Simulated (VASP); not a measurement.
Runs of VASP 6.6.1 on TmH. The structure is that of space group Fm-3m (No. 225), or close to it. The cells are those of the table. The cell was generated, and may not be a known phase.

| task | cell | k mesh | gap on the mesh (eV) | pressure (GPa) | relaxed volume (Å³/atom) |
| --- | --- | --- | --- | --- | --- |
| relaxation of cell and atoms | relaxed from a = 3.412 Å, angles 60.0°, 2 atoms | 20 × 20 × 20 | none | 0.1 | 14.19 |
| single point | a = 3.672 Å, angles 60.0°, 2 atoms | 6 × 6 × 6 | none | -10.5 | - |
| single point | a = 3.414 Å, angles 60.0°, 2 atoms | 20 × 20 × 20 | none | 0.7 | - |
| relaxation of cell and atoms | relaxed from a = 3.672 Å, angles 60.0°, 2 atoms | 6 × 6 × 6 | none | -0.3 | (a) |
| single point | a = 3.412 Å, angles 60.0°, 2 atoms | 6 × 6 × 6 | none | 0.7 | - |

Alike in all rows: level PBE; potentials or basis VASP PAW PBE potentials, release 64 (Tm_3, H), 4f in core; no spin polarisation; cutoff (eV) 500; smearing gaussian 0.1 eV.

Q: Estimate the missing entries.

A: (a) 14.23.

Caveats: some runs use coarse meshes; spin-orbit coupling is left out, which moves the levels of the heavy elements; the 4f electrons are frozen in the core, so they carry no moment and show no levels; the cell stands under tension (at least some runs); the volume moved by over 15 % at a fixed basis, so the end points are rough (at least some runs).

A k mesh can miss the band edges, and the runs leave out spin-orbit coupling on Tm.

A gap of «none» marks levels without a gap at the run's occupations.
